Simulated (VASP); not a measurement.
# MgF3 (P6_3/mmc) in VASP: single point with PBE

Aim: the single point of MgF3 with PBE.

Everything below comes from runs of VASP 6.6.1. Logs are shortened: lines on timing, memory, paths and dates and some standing lists are left out, and cuts for length are marked.

### 1 The cell of the first run

Symmetry: P6_3/mmc, No. 194, hexagonal system. The conventional cell has a = 4.579 Å, b = 4.579 Å, c = 4.407 Å, α = 90.00°, β = 90.00°, γ = 120.00°. Mg (site symmetry -6m2) has 12 F at 2.29 to 2.55 Å within 3.0 Å. F (site symmetry mm2) has 8 F at 2.22 to 2.59 Å and 4 Mg at 2.29 to 2.55 Å within 2.9 Å.

### 2 Single point, PBE, collinear spin, ferromagnetic start

Contents of INCAR:

```
SYSTEM = MgF3
PREC = Accurate
ENCUT = 520
EDIFF = 1E-6
ISMEAR = 0
SIGMA = 0.1
LREAL = .False.
LASPH = .True.
NELM = 150
ALGO = Normal
ISIF = 2
LWAVE = .False.
LCHARG = .True.
ISPIN = 2
MAGMOM = 0 0 0.38 0.38 0.38 0.38 0.38 0.38
LORBIT = 11
GGA = PE
LELF = .True.
LVHAR = .True.
NBANDS = 37
```

Contents of KPOINTS:

```
regular mesh
0
Gamma
  6 6 4
  0 0 0
```

Contents of POSCAR:

```
MgF3
1.0
    4.5787480774      0.0000000000      0.0000000000
   -2.2893740387      3.9653121526      0.0000000000
    0.0000000000      0.0000000000      4.4065075033
Mg F
2 6
Direct
    0.3333333333      0.6666666667      0.2500000000
    0.6666666667      0.3333333333      0.7500000000
    0.8280963410      0.6561926821      0.2500000000
    0.1719036590      0.8280963410      0.7500000000
    0.3438073179      0.1719036590      0.2500000000
    0.1719036590      0.3438073179      0.7500000000
    0.8280963410      0.1719036590      0.2500000000
    0.6561926821      0.8280963410      0.7500000000
```

Potentials or basis: VASP PAW PBE potentials, release 64 (Mg, F).

The run is started by

```
$ cat potpaw_PBE.64/Mg/POTCAR potpaw_PBE.64/F/POTCAR > POTCAR
$ mpirun -np 1 vasp_std > vasp.out
```

OUTCAR:

```text
SYSTEM = MgF3
   PREC = Accurate
   ENCUT = 520
   EDIFF = 1E-6
   ISMEAR = 0
   LREAL = .False.
   LASPH = .True.
   NELM = 150
   ISIF = 2
   ISPIN = 2
   LORBIT = 11
   GGA = PE

 ion  position               nearest neighbor table
   1  0.333  0.667  0.250-   3 2.29   3 2.29   7 2.29   5 2.29   5 2.29   7 2.29   4 2.55   4 2.55
                             8 2.55   8 2.55   6 2.55   6 2.55   2 3.44   2 3.44   2 3.44   2 3.44
   2  0.667  0.333  0.750-   6 2.29   6 2.29   4 2.29   8 2.29   8 2.29   4 2.29   7 2.55   7 2.55
                             5 2.55   5 2.55   3 2.55   3 2.55   1 3.44   1 3.44   1 3.44   1 3.44
   3  0.828  0.656  0.250-   1 2.29   1 2.29   2 2.55   2 2.55
   4  0.172  0.828  0.750-   2 2.29   2 2.29   1 2.55   1 2.55
   5  0.344  0.172  0.250-   1 2.29   1 2.29   2 2.55   2 2.55
   6  0.172  0.344  0.750-   2 2.29   2 2.29   1 2.55   1 2.55
   7  0.828  0.172  0.250-   1 2.29   1 2.29   2 2.55   2 2.55
   8  0.656  0.828  0.750-   2 2.29   2 2.29   1 2.55   1 2.55

  LATTYP: Found a hexagonal cell.
 ALAT       =     4.5787480774
 C/A-ratio  =     0.9623826052

  Lattice vectors:

 A1 = (   4.5787480774,   0.0000000000,   0.0000000000)
 A2 = (  -2.2893740387,   3.9653121526,   0.0000000000)
 A3 = (   0.0000000000,   0.0000000000,   4.4065075033)

Analysis of symmetry for initial positions (statically):
=====================================================================
 Subroutine PRICEL returns:
 Original cell was already a primitive cell.

 Routine SETGRP: Setting up the symmetry group for a
 hexagonal supercell.

 Subroutine GETGRP returns: Found 24 space group operations
 (whereof 12 operations were pure point group operations)
 out of a pool of 24 trial point group operations.

The static configuration has the point symmetry D_3d.
 The point group associated with its full space group is D_6h.

Analysis of symmetry for dynamics (positions and initial velocities):
=====================================================================
 Subroutine PRICEL returns:
 Original cell was already a primitive cell.

 Routine SETGRP: Setting up the symmetry group for a
 hexagonal supercell.

 Subroutine GETGRP returns: Found 24 space group operations
 (whereof 12 operations were pure point group operations)
 out of a pool of 24 trial point group operations.

The dynamic configuration has the point symmetry D_3d.
 The point group associated with its full space group is D_6h.

Analysis of structural, dynamic, and magnetic symmetry:
=====================================================================
 Subroutine PRICEL returns:
 Original cell was already a primitive cell.

 Routine SETGRP: Setting up the symmetry group for a
 hexagonal supercell.

 Subroutine GETGRP returns: Found 24 space group operations
 (whereof 12 operations were pure point group operations)
 out of a pool of 24 trial point group operations.

The overall configuration has the point symmetry D_3d.
 The point group associated with its full space group is D_6h.

 Subroutine INISYM returns: Found 24 space group operations
 (whereof 12 operations are pure point group operations),
 and found     1 'primitive' translations

----------------------------------------------------------------------------------------

                                     Primitive cell

  volume of cell :      80.0053

  direct lattice vectors                    reciprocal lattice vectors
     4.578748077  0.000000000  0.000000000     0.218400310  0.126093478  0.000000000
    -2.289374039  3.965312153  0.000000000     0.000000000  0.252186956  0.000000000
     0.000000000  0.000000000  4.406507503     0.000000000  0.000000000  0.226937092

  length of vectors
     4.578748077  4.578748077  4.406507503     0.252186956  0.252186956  0.226937092

  position of ions in fractional coordinates (direct lattice)
     0.333333333  0.666666667  0.250000000
     0.666666667  0.333333333  0.750000000
     0.828096341  0.656192682  0.250000000
     0.171903659  0.828096341  0.750000000
     0.343807318  0.171903659  0.250000000
     0.171903659  0.343807318  0.750000000
     0.828096341  0.171903659  0.250000000
     0.656192682  0.828096341  0.750000000

[... 64 lines left out ...]
   dimension x,y,z NGXF=    72 NGYF=   72 NGZF=   72
   ions per type =               2   6
   NGX,Y,Z   is equivalent  to a cutoff of  13.07, 13.07, 13.58 a.u.
   NGXF,Y,Z  is equivalent  to a cutoff of  26.14, 26.14, 27.16 a.u.
 SYSTEM =  MgF3
   PREC   = accura    normal or accurate (medium, high low for compatibility)
   ISTART =      0    job   : 0-new  1-cont  2-samecut
   ICHARG =      2    charge: 1-file 2-atom 10-const
   ISPIN  =      2    spin polarized calculation?
   LNONCOLLINEAR =      F non collinear calculations
   LSORBIT =      F    spin-orbit coupling
   LASPH  =      T    aspherical Exc in radial PAW
   ENCUT  =  520.0 eV  38.22 Ry    6.18 a.u.   8.51  8.51  8.19*2*pi/ulx,y,z
   NELM   =    150;   NELMIN=  2; NELMDL= -5     # of ELM steps
   EDIFF  = 0.1E-05   stopping-criterion for ELM
   LREAL  =      F    real-space projection
   EDIFFG = 0.1E-04   stopping-criterion for IOM
   NSW    =      0    number of steps for IOM
   IBRION =     -1    ionic relax: 0-MD 1-quasi-New 2-CG
   NFREE  =      0    steps in history (QN), initial steepest desc. (CG)
   ISIF   =      2    stress and relaxation
   ISYM   =      2    0-nonsym 1-usesym 2-fastsym
   POTIM  = 0.5000    time-step for ionic-motion
   TEBEG  =    0.0;   TEEND  =   0.0 temperature during run
   PSTRESS=    0.0 pullay stress
   NELECT =      46.0000    total number of electrons
   NUPDOWN=      -1.0000    fix difference up-down
   EMIN   =  10.00;   EMAX   =-10.00  energy-range for DOS
   EFERMI =   0.00;   METHOD = LEGACY
   ISMEAR =     0;   SIGMA  =   0.10  broadening in eV -4-tet -1-fermi 0-gaus
   EFERMI_NEDOS =   21; number of points for ismear=-14 and -15
   IALGO  =     38    algorithm
   IMIX   =      4    mixing-type and parameters
     AMIX     =   0.40;   BMIX     =  1.00
     AMIX_MAG =   1.60;   BMIX_MAG =  1.00
  volume/ion in A,a.u.               =      10.00        67.49
  Fermi-wavevector in a.u.,A,eV,Ry     =   1.361302  2.572488 25.213552  1.853144
  Thomas-Fermi vector in A             =   2.487890
   LORBIT       =     11    0 simple, 1 ext, 2 COOP (PROOUT), +10 PAW based schemes
   GGA     = PE    functional components
   LHFCALC =     F    Hartree Fock is set to
   AEXX    =    0.0000 exact exchange contribution
   IVDW    =     0    specifies the selected vdW correction
   LEPSILON=     F    determine dielectric tensor
   LRPA    =     F    only Hartree local field effects (RPA)
 spin polarized calculation
 Gauss-broadening in eV      SIGMA  =   0.10
  energy-cutoff  :      520.00
  volume of cell :       80.01
 maximum number of plane-waves:      2200
 NGX is ok and might be reduce to    36
   NGX = 17   NGY = 17   NGZ = 17

 number of electron      45.9999972 magnetization       1.9999977

 Free energy of the ion-electron system (eV)
  ---------------------------------------------------
  ext. energy  EPLUGINS =         0.00000000
  ---------------------------------------------------
  free energy    TOTEN  =       -30.35609338 eV

  energy without entropy =      -30.33730259  energy(sigma->0) =      -30.34669799

 E-fermi :   0.6636     XC(G=0): -10.3984

 val. band max:        0.6604065183   @ k =   0.3333   0.1667   0.0000
 cond. band min:       0.6845190432   @ k =   0.3333   0.1667   0.2500
 fundamental gap:      0.0241125249
 Fermi energy:         0.6636154588

 spin component 1

 k-point     1 :       0.0000    0.0000    0.0000
  band No.  band energies     occupation
      1     -22.0817      1.00000
      2     -21.2353      1.00000
      3     -20.3769      1.00000
      4     -20.3769      1.00000
      5     -20.0671      1.00000
      6     -20.0671      1.00000
[... 787 lines left out ...]
     34      17.9706      0.00000
     35      18.3882      0.00000
 Fermi energy:         0.6636154588

 spin component 2

 k-point     1 :       0.0000    0.0000    0.0000
  band No.  band energies     occupation
      1     -21.5174      1.00000
      2     -20.6250      1.00000
      3     -19.7602      1.00000
      4     -19.7602      1.00000
      5     -19.4360      1.00000
      6     -19.4360      1.00000
[... 787 lines left out ...]
     34      18.1487      0.00000
     35      18.4037      0.00000
 [bands above 35 left out]

------------------------ aborting loop because EDIFF is reached ----------------------------------------

  FORCE on cell =-STRESS in cart. coord.  units (eV):
  Direction    XX          YY          ZZ          XY          YZ          ZX
  --------------------------------------------------------------------------------------
  -------------------------------------------------------------------------------------
  Total       -0.3204831     -0.3204831     -0.3219542      0.0000000     -0.0000000      0.0000000
  in kB       -6.4179608     -6.4179608     -6.4474220      0.0000000     -0.0000000      0.0000000
  external PRESSURE =      -6.4277812 kB  Pullay stress =       0.0000000 kB

 VOLUME and BASIS-vectors are now :
 -----------------------------------------------------------------------------
  energy-cutoff  :      520.00
  volume of cell :       80.01
      direct lattice vectors                 reciprocal lattice vectors
     4.578748077  0.000000000  0.000000000     0.218400310  0.126093478  0.000000000
    -2.289374039  3.965312153  0.000000000     0.000000000  0.252186956  0.000000000
     0.000000000  0.000000000  4.406507503     0.000000000  0.000000000  0.226937092

 POSITION                                       TOTAL-FORCE (eV/Angst)
 -----------------------------------------------------------------------------------
     -0.00000      2.64354      1.10163        -0.000000      0.000000      0.000000
      2.28937      1.32177      3.30488        -0.000000      0.000000      0.000000
      2.28937      2.60201      1.10163        -0.000000      0.010845     -0.000000
     -1.10872      3.28366      3.30488        -0.009392      0.005422     -0.000000
      1.18066      0.68165      1.10163        -0.009392     -0.005422      0.000000
      0.00000      1.36330      3.30488        -0.000000     -0.010845      0.000000
      3.39809      0.68165      1.10163         0.009392     -0.005422      0.000000
      1.10872      3.28366      3.30488         0.009392      0.005422      0.000000
 -----------------------------------------------------------------------------------
    total drift:                               -0.000000      0.000000      0.000000

  FREE ENERGIE OF THE ION-ELECTRON SYSTEM (eV)
  ---------------------------------------------------
  free  energy   TOTEN  =       -30.3560933825 eV

  energy  without entropy=      -30.3373025903  energy(sigma->0) =      -30.34669799

 total charge

# of ion       s       p       d       tot
------------------------------------------
    1        0.075   0.075   0.032   0.181
    2        0.075   0.075   0.032   0.181
    3        1.751   4.262   0.000   6.013
    4        1.751   4.262   0.000   6.013
    5        1.751   4.262   0.000   6.013
    6        1.751   4.262   0.000   6.013
    7        1.751   4.262   0.000   6.013
    8        1.751   4.262   0.000   6.013
--------------------------------------------------
tot         10.655  25.720   0.063  36.439

 magnetization (x)

# of ion       s       p       d       tot
------------------------------------------
    1       -0.003  -0.002  -0.001  -0.006
    2       -0.003  -0.002  -0.001  -0.006
    3        0.002   0.317   0.000   0.319
    4        0.002   0.317   0.000   0.319
    5        0.002   0.317   0.000   0.319
    6        0.002   0.317   0.000   0.319
    7        0.002   0.317   0.000   0.319
    8        0.002   0.317   0.000   0.319
--------------------------------------------------
tot          0.004   1.899  -0.002   1.901
```

It took 95 s on 1 thread of Intel Xeon Platinum 8375C at 2.90GHz (Ice Lake), shared host; peak memory 0.28 GiB.

What came out:

| Quantity | Value |
| --- | --- |
| Free energy | -30.3561 eV |
| Pressure | -0.6 GPa |
| Largest force | 0.011 eV/Å |
| Band gap on the k mesh | zero (filled and empty bands overlap) |
| Net moment | 2.00 μB per cell |
| Site moments | Mg -0.01; F +0.32 μB |
| Valence electrons inside the program's atomic spheres | Mg 0.18; F 6.01 |

Forces in eV/Å, atoms in the order of the input:
```
Mg   0.000  0.000  0.000
Mg   0.000  0.000  0.000
F    0.000  0.011  0.000
F   -0.009  0.005  0.000
F   -0.009 -0.005  0.000
F    0.000 -0.011  0.000
F    0.009 -0.005  0.000
F    0.009  0.005  0.000
```
